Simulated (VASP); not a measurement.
# Ca (Fm-3m) in VASP: a series of runs, part 2 of 2

VASP 6.6.1.

### Step 4. Single point, PBE (strained)

File INCAR:

```
SYSTEM = Ca
PREC     = Accurate       ! precision mode
ENCUT    = 520            ! plane-wave cutoff, eV
EDIFF    = 1E-6           ! SCF threshold, eV
ISMEAR   = 0              ! smearing method
SIGMA    = 0.1            ! smearing width, eV
LREAL    = .False.        ! projectors in reciprocal space
LASPH    = .True.         ! aspherical terms in the spheres
NELM     = 60             ! most SCF steps
ALGO     = Fast           ! electronic algorithm
ISIF     = 2              ! what is computed and relaxed
LWAVE    = .False.        ! write WAVECAR
LCHARG   = .True.         ! write CHGCAR
GGA      = PE             ! functional
LELF     = .True.         ! ELF
LVHAR    = .True.       
NBANDS   = 11             ! bands
```

File KPOINTS:

```
regular mesh
0
Gamma
  14 14 14
  0 0 0
```

File POSCAR:

```
Ca
1.0
    0.0000000000      2.7145932420      2.7145932420
    2.7145932420      0.0000000000      2.7145932420
    2.7145932420      2.7145932420      0.0000000000
Ca
1
Direct
    0.0000000000      0.0000000000      0.0000000000
```

Potentials or basis: VASP PAW PBE potentials, release 64 (Ca_sv).

Started as:

```bash
$ cat potpaw_PBE.64/Ca_sv/POTCAR > POTCAR
$ mpirun -np 1 vasp_std > vasp.out
```

OUTCAR:

```text
SYSTEM = Ca
   PREC = Accurate
   ENCUT = 520
   EDIFF = 1E-6
   ISMEAR = 0
   LREAL = .False.
   LASPH = .True.
   NELM = 60
   ISIF = 2
   GGA = PE

 ion  position               nearest neighbor table
   1  0.000  0.000  0.000-

  LATTYP: Found a face centered cubic cell.
 ALAT       =     5.4291864840

  Lattice vectors:

 A1 = (   0.0000000000,   2.7145932420,   2.7145932420)
 A2 = (   2.7145932420,   0.0000000000,   2.7145932420)
 A3 = (   2.7145932420,   2.7145932420,   0.0000000000)

Analysis of symmetry for initial positions (statically):
=====================================================================
 Subroutine PRICEL returns:
 Original cell was already a primitive cell.

 Routine SETGRP: Setting up the symmetry group for a
 face centered cubic supercell.

 Subroutine GETGRP returns: Found 48 space group operations
[... 9 lines left out ...]

 Routine SETGRP: Setting up the symmetry group for a
 face centered cubic supercell.

 Subroutine GETGRP returns: Found 48 space group operations
 (whereof 48 operations were pure point group operations)
 out of a pool of 48 trial point group operations.

The dynamic configuration has the point symmetry O_h .

 Subroutine INISYM returns: Found 48 space group operations
 (whereof 48 operations are pure point group operations),
 and found     1 'primitive' translations

----------------------------------------------------------------------------------------

                                     Primitive cell

  volume of cell :      40.0078

  direct lattice vectors                    reciprocal lattice vectors
     0.000000000  2.714593242  2.714593242    -0.184189658  0.184189658  0.184189658
     2.714593242  0.000000000  2.714593242     0.184189658 -0.184189658  0.184189658
     2.714593242  2.714593242  0.000000000     0.184189658  0.184189658 -0.184189658

  length of vectors
     3.839014579  3.839014579  3.839014579     0.319025845  0.319025845  0.319025845

  position of ions in fractional coordinates (direct lattice)
     0.000000000  0.000000000  0.000000000

  ion indices of the primitive-cell ions
   primitive index   ion index
                 1           1

----------------------------------------------------------------------------------------

 KPOINTS: regular mesh

Automatic generation of k-mesh.
 Grid dimensions read from file:
 generate k-points for:   14   14   14

 Generating k-lattice:

  Cartesian coordinates                     Fractional coordinates (reciprocal lattice)
    -0.013156404  0.013156404  0.013156404     0.071428571  0.000000000  0.000000000
     0.013156404 -0.013156404  0.013156404     0.000000000  0.071428571  0.000000000
     0.013156404  0.013156404 -0.013156404     0.000000000  0.000000000  0.071428571

  Length of vectors
     0.022787560  0.022787560  0.022787560

  Shift w.r.t. Gamma in fractional coordinates (k-lattice)
     0.000000000  0.000000000  0.000000000

 Subroutine IBZKPT returns following result:
 ===========================================

 Found    104 irreducible k-points:

 Following reciprocal coordinates:
            Coordinates               Weight
  0.000000  0.000000  0.000000      1.000000
  0.071429  0.000000  0.000000      8.000000
  0.142857  0.000000  0.000000      8.000000
  0.214286  0.000000  0.000000      8.000000
  0.285714  0.000000  0.000000      8.000000
  0.357143  0.000000  0.000000      8.000000
[... 16 lines left out ...]
  0.214286  0.142857  0.000000     24.000000
  0.285714  0.142857  0.000000     24.000000
 [... further k-points ...]
   k-points           NKPTS =    104   k-points in BZ     NKDIM =    104   number of bands    NBANDS=     11
   number of dos      NEDOS =    301   number of ions     NIONS =      1
   total plane-waves  NPLWV =  27000
   dimension x,y,z NGX =    30 NGY =   30 NGZ =   30
   dimension x,y,z NGXF=    60 NGYF=   60 NGZF=   60
   ions per type =               1
   NGX,Y,Z   is equivalent  to a cutoff of  12.99, 12.99, 12.99 a.u.
   NGXF,Y,Z  is equivalent  to a cutoff of  25.98, 25.98, 25.98 a.u.
 SYSTEM =  Ca
   PREC   = accura    normal or accurate (medium, high low for compatibility)
   ISTART =      0    job   : 0-new  1-cont  2-samecut
   ICHARG =      2    charge: 1-file 2-atom 10-const
   ISPIN  =      1    spin polarized calculation?
   LNONCOLLINEAR =      F non collinear calculations
   LSORBIT =      F    spin-orbit coupling
   LASPH  =      T    aspherical Exc in radial PAW
   ENCUT  =  520.0 eV  38.22 Ry    6.18 a.u.   7.14  7.14  7.14*2*pi/ulx,y,z
   NELM   =     60;   NELMIN=  2; NELMDL= -5     # of ELM steps
   EDIFF  = 0.1E-05   stopping-criterion for ELM
   LREAL  =      F    real-space projection
   EDIFFG = 0.1E-04   stopping-criterion for IOM
   NSW    =      0    number of steps for IOM
   IBRION =     -1    ionic relax: 0-MD 1-quasi-New 2-CG
   NFREE  =      0    steps in history (QN), initial steepest desc. (CG)
   ISIF   =      2    stress and relaxation
   ISYM   =      2    0-nonsym 1-usesym 2-fastsym
   POTIM  = 0.5000    time-step for ionic-motion
   TEBEG  =    0.0;   TEEND  =   0.0 temperature during run
   PSTRESS=    0.0 pullay stress
   NELECT =      10.0000    total number of electrons
   NUPDOWN=      -1.0000    fix difference up-down
   EMIN   =  10.00;   EMAX   =-10.00  energy-range for DOS
   EFERMI =   0.00;   METHOD = LEGACY
   ISMEAR =     0;   SIGMA  =   0.10  broadening in eV -4-tet -1-fermi 0-gaus
   EFERMI_NEDOS =   21; number of points for ismear=-14 and -15
   IALGO  =     68    algorithm
   IMIX   =      4    mixing-type and parameters
     AMIX     =   0.40;   BMIX     =  1.00
     AMIX_MAG =   1.60;   BMIX_MAG =  1.00
  volume/ion in A,a.u.               =      40.01       269.99
  Fermi-wavevector in a.u.,A,eV,Ry     =   1.031241  1.948762 14.469218  1.063457
  Thomas-Fermi vector in A             =   2.165379
   LORBIT       =      0    0 simple, 1 ext, 2 COOP (PROOUT), +10 PAW based schemes
   GGA     = PE    functional components
   LHFCALC =     F    Hartree Fock is set to
   AEXX    =    0.0000 exact exchange contribution
   IVDW    =     0    specifies the selected vdW correction
   LEPSILON=     F    determine dielectric tensor
   LRPA    =     F    only Hartree local field effects (RPA)
 non-spin polarized calculation
 RMM-DIIS sequential band-by-band and
 Gauss-broadening in eV      SIGMA  =   0.10
  energy-cutoff  :      520.00
  volume of cell :       40.01
 maximum number of plane-waves:      1090
 NGX is ok and might be reduce to    30
   NGX = 15   NGY = 15   NGZ = 15

 number of electron      10.0000001 magnetization

 Free energy of the ion-electron system (eV)
  ---------------------------------------------------
  ext. energy  EPLUGINS =         0.00000000
  ---------------------------------------------------
  free energy    TOTEN  =        -1.92616219 eV

  energy without entropy =       -1.91914082  energy(sigma->0) =       -1.92265150

 E-fermi :   2.1698     XC(G=0):  -7.9023

 val. band max:        2.1513637246   @ k =  -0.4286   0.1429   0.0000
 cond. band min:       2.1717355943   @ k =  -0.4286   0.2143   0.0714
 fundamental gap:      0.0203718697
 Fermi energy:         2.1697510695

 k-point     1 :       0.0000    0.0000    0.0000
  band No.  band energies     occupation
      1     -39.7185      2.00000
      2     -20.6278      2.00000
      3     -20.6278      2.00000
      4     -20.6278      2.00000
      5      -1.9440      2.00000
      6       4.5847      0.00000
      7       4.5847      0.00000
      8       4.5847      0.00000
      9       5.7238      0.00000
     10       5.7238      0.00000
     11      11.5289      0.00000

 k-point     2 :       0.0714    0.0000    0.0000
  band No.  band energies     occupation
      1     -39.7177      2.00000
      2     -20.6363      2.00000
      3     -20.6289      2.00000
      4     -20.6289      2.00000
      5      -1.8525      2.00000
      6       4.4840      0.00000
      7       4.6205      0.00000
      8       4.6205      0.00000
      9       5.6917      0.00000
     10       5.6917      0.00000
     11      11.6511      0.00000
[... 295 lines left out ...]
 k-point    24 :       0.2857    0.1429    0.0000
  band No.  band energies     occupation
      1     -39.7081      2.00000
      2     -20.7116      2.00000
      3     -20.6508      2.00000
      4     -20.6490      2.00000
      5      -0.6793      2.00000
      6       3.5720      0.00000
      7       4.5482      0.00000
      8       4.9188      0.00000
      9       5.3787      0.00000
     10       6.0433      0.00000
     11      10.2665      0.00000

 [... further k-points ...]
[... 5 lines left out ...]
  --------------------------------------------------------------------------------------
  -------------------------------------------------------------------------------------
  Total        0.2509551      0.2509551      0.2509551      0.0000000      0.0000000      0.0000000
  in kB       10.0499124     10.0499124     10.0499124      0.0000000      0.0000000      0.0000000
  external PRESSURE =      10.0499124 kB  Pullay stress =       0.0000000 kB

 VOLUME and BASIS-vectors are now :
 -----------------------------------------------------------------------------
  energy-cutoff  :      520.00
  volume of cell :       40.01
      direct lattice vectors                 reciprocal lattice vectors
     0.000000000  2.714593242  2.714593242    -0.184189658  0.184189658  0.184189658
     2.714593242  0.000000000  2.714593242     0.184189658 -0.184189658  0.184189658
     2.714593242  2.714593242  0.000000000     0.184189658  0.184189658 -0.184189658

 POSITION                                       TOTAL-FORCE (eV/Angst)
 -----------------------------------------------------------------------------------
      0.00000      0.00000      0.00000         0.000000      0.000000      0.000000
 -----------------------------------------------------------------------------------
    total drift:                               -0.000000     -0.000000     -0.000000

  FREE ENERGIE OF THE ION-ELECTRON SYSTEM (eV)
  ---------------------------------------------------
  free  energy   TOTEN  =        -1.9261621890 eV

  energy  without entropy=       -1.9191408168  energy(sigma->0) =       -1.92265150
```

Wall time 85 s (1 thread of AMD EPYC 7R13, shared host); peak memory 0.16 GiB.

Results:

| Quantity | Value |
| --- | --- |
| Free energy | -1.9262 eV |
| Pressure | 1.0 GPa |
| Band gap on the k mesh | zero (band 5 reaches 2.29 eV, above the bottom of band 6 at 2.06 eV) |

Caveat: the cell differs from its parent crystal (strained).

### Step 5. Single point, PBE (strained)

File INCAR:

```
ALGO = Fast
EDIFF = 1E-7
ENCUT = 520
GGA = PE
ISIF = 2
ISMEAR = 0
LASPH = T
LCHARG = F
LREAL = F
LWAVE = F
NBANDS = 11
NELM = 100
PREC = Accurate
SIGMA = 0.1
```

File KPOINTS:

```
k-points
0
Gamma
  14 14 14
```

File POSCAR:

```
Ca
1.0
    0.0000000000      2.7504148860      2.7504148860
    2.7504148860      0.0000000000      2.7504148860
    2.7504148860      2.7504148860      0.0000000000
Ca
1
Direct
    0.0000000000      0.0000000000      0.0000000000
```

Started as:

```bash
$ cat potpaw_PBE.64/Ca_sv/POTCAR > POTCAR
$ mpirun -np 1 vasp_std > vasp.out
```

Wall time 92 s (1 thread of AMD EPYC 7R13, shared host); peak memory 0.16 GiB.

The run converged. Its results:

- Free energy: -1.9327 eV
- Pressure: 0.3 GPa
- Band gap on the k mesh: zero (band 5 reaches 2.16 eV, above the bottom of band 6 at 1.86 eV)

Levels at points of the mesh, in eV from the Fermi level:
| k point | band 2 | band 3 | band 4 | band 5 | band 6 | band 7 | band 8 | band 9 |
| --- | --- | --- | --- | --- | --- | --- | --- | --- |
| (0.00, 0.00, 0.00) | -22.89 | -22.89 | -22.89 | -4.04 | 2.36 | 2.36 | 2.36 | 3.45 |
| (0.50, 0.00, 0.00) | -23.04 | -22.91 | -22.91 | -0.98 | -0.14 | 2.25 | 2.25 | 4.15 |
| (0.50, 0.50, 0.00) | -23.03 | -22.95 | -22.95 | -0.46 | 0.58 | 1.00 | 4.14 | 4.33 |

Caveat: the cell differs from its parent crystal (strained).

### Step 6. Summary

| cell | gap on the mesh (eV) | pressure (GPa) |
| --- | --- | --- |
| a = 3.848 Å, angles 60.0°, 1 atom | none | 0.9 |
| a = 4.017 Å, angles 60.0°, 1 atom | none | -1.3 |
| a = 3.839 Å, angles 60.0°, 1 atom | none | 1.0 |
| a = 3.890 Å, angles 60.0°, 1 atom | none | 0.3 |

Alike in all rows: task single point; level PBE; potentials or basis VASP PAW PBE potentials, release 64 (Ca_sv); no spin polarisation; k mesh 14 × 14 × 14; cutoff (eV) 520; smearing gaussian 0.1 eV.

Absolute energies hang on the potentials; compare differences alone.
